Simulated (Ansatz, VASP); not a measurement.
# One calculation of LuAg3O3, two programs

File INCAR:

```
PREC = Accurate
ENCUT = 600
EDIFF = 1E-6
ISMEAR = 0
SIGMA = 0.15
LREAL = False
LASPH = True
NELM = 100
ALGO = Normal
ISIF = 3
LWAVE = False
LCHARG = False
GGA = PE
IBRION = 2
NSW = 36
EDIFFG = -0.08
```

Contents of KPOINTS:

```
Automatic mesh
0
Gamma
  4 4 1
```

Contents of POSCAR:

```
LuAg3O3
1.0
    3.5000000000      0.0000000000      0.0000000000
   -1.7500000000      3.0310889100      0.0000000000
    0.0000000000      0.0000000000     10.6000000000
Lu Ag O
1 3 3
Direct
    0.0000000000      0.0000000000      0.0000000000
    0.6666666700      0.3333333300      0.6900000000
    0.3333333300      0.6666666700      0.3050000000
    0.0000000000      0.0000000000      0.5500000000
    0.6666666700      0.3333333300      0.8900000000
    0.3333333300      0.6666666700      0.1100000000
    0.3333333300      0.6666666700      0.5000000000
```

Input for Ansatz:

```yaml
crystal:
  lattice:
    - [3.5, 0.0, 0.0]
    - [-1.75, 3.03108891, 0.0]
    - [0.0, 0.0, 10.6]
  atoms:
    - { symbol: Lu, position: [0.0, 0.0, 0.0] }
    - { symbol: Ag, position: [0.66666667, 0.33333333, 0.69] }
    - { symbol: Ag, position: [0.33333333, 0.66666667, 0.305] }
    - { symbol: Ag, position: [0.0, 0.0, 0.55] }
    - { symbol: O, position: [0.66666667, 0.33333333, 0.89] }
    - { symbol: O, position: [0.33333333, 0.66666667, 0.11] }
    - { symbol: O, position: [0.33333333, 0.66666667, 0.5] }
basis:
  ecutwfc: 420
kpoints:
  mp_grid: { grid: [4, 4, 1] }
hamiltonian:
  xc: pbe
scf:
  occupations: { method: gaussian, width: 0.15 }
  lower_state_search: "off"
output:
  forces: true
  stress: true
  eigenvalues: true
relax:
  adjacent_minimum: "off"
  f_tol: 0.08
  max_steps: 16
  cell: { stress_tol: 0.8 }
```

Alike in both runs: task relaxation of cell and atoms; functional PBE; k mesh 4 × 4 × 1; occupations gaussian, width 0.15 eV; no spin polarisation.

|  | VASP | Ansatz |
| --- | --- | --- |
| version | VASP 6.6.1 | Ansatz 0.2.0 |
| potentials or method | VASP PAW PBE potentials, release 64 (Lu, Ag, O), cutoff 600 eV | scalar-relativistic, plane waves, PAW |
| valence electrons in the cell | 76 | 100 |

Ansatz gave:

* gap on the k mesh at the Fermi level, each at its own relaxed structure (eV): none
* relaxed volume (Å³/atom): 16.47
* relaxed length of the cell vector where the two differ most in proportion (Å): 11.530

**Question.** Estimate VASP's values.

**Answer.** gap on the k mesh at the Fermi level, each at its own relaxed structure (eV): none; relaxed volume (Å³/atom): 16.51; relaxed length of the cell vector where the two differ most in proportion (Å): 11.593.

A gap of «none» marks a metal or a gap that the smearing closes. VASP's potentials hold 76 valence electrons a cell and Ansatz's 100, so a difference there can come from the potentials and not from the codes.

The k mesh is coarse, so the values compare programs but aren't converged. Spin-orbit coupling is off throughout.
